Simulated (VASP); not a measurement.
Crystal: KBr.

```xyz
8
Lattice="-4.9452 -0.0039 0.0586 0.0979 -0.0270 -8.2695 -0.0068 -8.6317 -0.0279" Properties=species:S:1:pos:R:3 pbc="T T T"
K    -2.3701   -7.2864   -6.1838
K    -4.8612   -2.8474   -6.1875
K    -4.9460   -5.7522   -1.6891
K    -2.4689   -1.4142   -1.6065
Br   -2.4901   -4.3030   -0.1989
Br   -0.0079    0.0094   -0.1885
Br   -4.8560   -5.8200   -4.6942
Br   -2.4435   -1.4621   -4.8013
```

| Item | Value |
| --- | --- |
| Program | VASP 6.6.1 |
| Task | relaxation of cell and atoms |
| Functional | PBE |
| Potentials or basis | VASP PAW PBE potentials, release 64 (K_sv, Br) |
| Cutoff | 600 eV |
| k mesh | 4 × 2 × 2 |
| Occupations | gaussian, width 0.1 eV |
| Spin | no spin polarisation |

At the start: pressure 0.3 GPa; volume 44.12 Å³/atom.

Problem. Where does the relaxation end?

Solution. Over 10 steps the energy falls by 5.2 meV/atom and the volume is 44.72 Å³/atom (+1.4 %); space group P1 (No. 1, to 0.1 Å) before, Cm (No. 8, to 0.1 Å).

The path:
```tsv
step	energy change (eV)	largest force (eV/Å)	pressure (GPa)	volume (Å³)
1	0.0000	0.2369	0.25	352.93
2	-0.0168	0.1858	0.11	356.52
3	-0.0307	0.0932	-0.16	364.48
4	-0.0358	0.0643	-0.11	362.12
5	-0.0400	0.0431	0.03	357.06
6	-0.0400	0.0441	0.02	357.50
7	-0.0408	0.0336	0.01	357.73
8	-0.0413	0.0276	-0.02	358.22
9	-0.0414	0.0253	-0.01	358.12
10	-0.0418	0.0174	-0.01	357.79
```

Final structure:
```
CELL_PARAMETERS angstrom
-4.97838 -0.00568 0.02919
0.04877 -0.04376 -8.31751
-0.01053 -8.64127 -0.04594
ATOMIC_POSITIONS crystal
K 0.49350 0.75372 0.83520
K 0.00103 0.75584 0.33432
K 0.00463 0.20328 0.66412
K 0.50427 0.20254 0.16349
Br 0.50284 0.02262 0.49832
Br 0.00257 0.02039 0.99863
Br 0.99186 0.57875 0.66900
Br 0.49930 0.57667 0.17026
```
